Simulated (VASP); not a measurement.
# BaZrO3 (Pm-3m) in VASP: further runs, part 2 of 2

VASP 6.6.1. The steps go on from the part before.

**3. Single point, PBEsol**

This run uses another cell than the first one, of 14.61 Å³/atom, 1.024 times its volume.

INCAR reads:

```
SYSTEM = BaZrO3
PREC = Accurate ; ENCUT = 520
EDIFF = 1E-6 ; ISMEAR = -1
SIGMA = 0.02 ; LREAL = .FALSE.
LASPH = .TRUE. ; NELM = 100
ALGO = Normal ; ISIF = 2
LWAVE = .FALSE. ; LCHARG = .TRUE.
GGA = PS ; LELF = .TRUE.
LVHAR = .TRUE. ; NBANDS = 28
```

KPOINTS reads:

```
regular mesh
0
G
  6 6 6
  0 0 0
```

POSCAR reads:

```
BaZrO3
1.0
    4.1806653098      0.0000000000      0.0000000000
    0.0000000000      4.1806653098      0.0000000000
    0.0000000000      0.0000000000      4.1806653098
Ba Zr O
1 1 3
Direct
    0.0000000000      0.0000000000      0.0000000000
    0.5000000000      0.5000000000      0.5000000000
    0.5000000000      0.5000000000      0.0000000000
    0.5000000000      0.0000000000      0.5000000000
    0.0000000000      0.5000000000      0.5000000000
```

Potentials or basis: VASP PAW PBE potentials, release 64 (Ba_sv, Zr_sv, O).

Started as:

```
cat potpaw_PBE.64/Ba_sv/POTCAR potpaw_PBE.64/Zr_sv/POTCAR potpaw_PBE.64/O/POTCAR > POTCAR
mpirun -np 1 vasp_std > vasp.out
```

OUTCAR:

```text
SYSTEM = BaZrO3
   PREC = Accurate
   ENCUT = 520
   EDIFF = 1E-6
   ISMEAR = -1
   LREAL = .FALSE.
   LASPH = .TRUE.
   NELM = 100
   ISIF = 2
   GGA = PS

 ion  position               nearest neighbor table
   1  0.000  0.000  0.000-   3 2.96   4 2.96   5 2.96   4 2.96   5 2.96   3 2.96   5 2.96   5 2.96
                             3 2.96   4 2.96   4 2.96   3 2.96   2 3.62   2 3.62   2 3.62   2 3.62
   2  0.500  0.500  0.500-   3 2.09   4 2.09   5 2.09   3 2.09   4 2.09   5 2.09   1 3.62   1 3.62
                             1 3.62   1 3.62   1 3.62   1 3.62   1 3.62   1 3.62
   3  0.500  0.500  0.000-   2 2.09   2 2.09   1 2.96   1 2.96   1 2.96   1 2.96
   4  0.500  0.000  0.500-   2 2.09   2 2.09   1 2.96   1 2.96   1 2.96   1 2.96
   5  0.000  0.500  0.500-   2 2.09   2 2.09   1 2.96   1 2.96   1 2.96   1 2.96

  LATTYP: Found a simple cubic cell.
 ALAT       =     4.1806653098

  Lattice vectors:

 A1 = (   4.1806653098,   0.0000000000,   0.0000000000)
 A2 = (   0.0000000000,   4.1806653098,   0.0000000000)
 A3 = (   0.0000000000,   0.0000000000,   4.1806653098)

Analysis of symmetry for initial positions (statically):
=====================================================================
 Subroutine PRICEL returns:
 Original cell was already a primitive cell.

 Routine SETGRP: Setting up the symmetry group for a
 simple cubic supercell.

 Subroutine GETGRP returns: Found 48 space group operations
 (whereof 48 operations were pure point group operations)
 out of a pool of 48 trial point group operations.

The static configuration has the point symmetry O_h .

Analysis of symmetry for dynamics (positions and initial velocities):
=====================================================================
 Subroutine PRICEL returns:
 Original cell was already a primitive cell.

 Routine SETGRP: Setting up the symmetry group for a
 simple cubic supercell.

[... 123 lines left out ...]
   IMIX   =      4    mixing-type and parameters
     AMIX     =   0.40;   BMIX     =  1.00
     AMIX_MAG =   1.60;   BMIX_MAG =  1.00
  volume/ion in A,a.u.               =      14.61        98.62
  Fermi-wavevector in a.u.,A,eV,Ry     =   1.339212  2.530744 24.401907  1.793490
  Thomas-Fermi vector in A             =   2.467622
   LORBIT       =      0    0 simple, 1 ext, 2 COOP (PROOUT), +10 PAW based schemes
   GGA     = PS    functional components
   LHFCALC =     F    Hartree Fock is set to
   AEXX    =    0.0000 exact exchange contribution
   IVDW    =     0    specifies the selected vdW correction
   LEPSILON=     F    determine dielectric tensor
   LRPA    =     F    only Hartree local field effects (RPA)
 non-spin polarized calculation
  energy-cutoff  :      520.00
  volume of cell :       73.07
 maximum number of plane-waves:      1984
 NGX is ok and might be reduce to    32
   NGX = 15   NGY = 15   NGZ = 15

 number of electron      40.0000005 magnetization

 Free energy of the ion-electron system (eV)
  ---------------------------------------------------
  ext. energy  EPLUGINS =         0.00000000
  ---------------------------------------------------
  free energy    TOTEN  =       -43.62068809 eV

  energy without entropy =      -43.62068809  energy(sigma->0) =      -43.62068809

 E-fermi :   4.1423     XC(G=0): -11.0606

 val. band max:        3.6892026974   @ k =   0.5000   0.5000   0.5000
 cond. band min:       6.8114636689   @ k =   0.0000   0.0000   0.0000
 fundamental gap:      3.1222609715
 Fermi energy:         4.1423481375

 k-point     1 :       0.0000    0.0000    0.0000
  band No.  band energies     occupation
      1     -43.1384      2.00000
      2     -21.5288      2.00000
      3     -21.3593      2.00000
      4     -21.3593      2.00000
      5     -21.3593      2.00000
      6     -12.6132      2.00000
[... 609 lines left out ...]
     27      12.9046      0.00000
     28      12.9046      0.00000

------------------------ aborting loop because EDIFF is reached ----------------------------------------

  FORCE on cell =-STRESS in cart. coord.  units (eV):
  Direction    XX          YY          ZZ          XY          YZ          ZX
  --------------------------------------------------------------------------------------
  -------------------------------------------------------------------------------------
  Total        0.5328289      0.5328289      0.5328289     -0.0000000      0.0000000      0.0000000
  in kB       11.6832093     11.6832093     11.6832093     -0.0000000      0.0000000      0.0000000
  external PRESSURE =      11.6832093 kB  Pullay stress =       0.0000000 kB

 VOLUME and BASIS-vectors are now :
 -----------------------------------------------------------------------------
  energy-cutoff  :      520.00
  volume of cell :       73.07
      direct lattice vectors                 reciprocal lattice vectors
     4.180665310  0.000000000  0.000000000     0.239196378  0.000000000  0.000000000
     0.000000000  4.180665310  0.000000000     0.000000000  0.239196378  0.000000000
     0.000000000  0.000000000  4.180665310     0.000000000  0.000000000  0.239196378

 POSITION                                       TOTAL-FORCE (eV/Angst)
 -----------------------------------------------------------------------------------
      0.00000      0.00000      0.00000         0.000000      0.000000      0.000000
      2.09033      2.09033      2.09033         0.000000      0.000000      0.000000
      2.09033      2.09033      0.00000         0.000000      0.000000      0.000000
      2.09033      0.00000      2.09033         0.000000      0.000000      0.000000
      0.00000      2.09033      2.09033         0.000000      0.000000      0.000000
 -----------------------------------------------------------------------------------
    total drift:                                0.000000     -0.000000     -0.000000

  FREE ENERGIE OF THE ION-ELECTRON SYSTEM (eV)
  ---------------------------------------------------
  free  energy   TOTEN  =       -43.6206880878 eV

  energy  without entropy=      -43.6206880878  energy(sigma->0) =      -43.62068809
```

stdout:

```text
POSCAR found type information on POSCAR BaZrO
 POSCAR found :  3 types and       5 ions
 scaLAPACK will be used
 -----------------------------------------------------------------------------
|                                                                             |
|                                                                             |
|     You enforced a specific xc type in the INCAR file but a different       |
|     I HOPE YOU KNOW WHAT YOU ARE DOING!                                     |
|                                                                             |
 -----------------------------------------------------------------------------

 LDA part: xc-table for (Slater+PW92), standard interpolation
 POSCAR, INCAR and KPOINTS ok, starting setup
 FFT: planning ... GRIDC
 FFT: planning ... GRID_SOFT
 FFT: planning ... GRID
 WAVECAR not read
 entering main loop
```

Wall time 14 s (1 thread of Intel Xeon 6975P-C (Granite Rapids), shared host); peak memory 0.2 GiB.

Results:

```yaml
Free_energy: -43.6207 eV
Pressure: 1.2 GPa
Band_gap_on_the_k_mesh: 3.12 eV, indirect (least direct gap 3.33 eV)
```

Caveat: the PAW data sets were made with another functional, which shifts forces and pressure a little; spin-orbit coupling is left out, which moves the levels of the heavy elements.
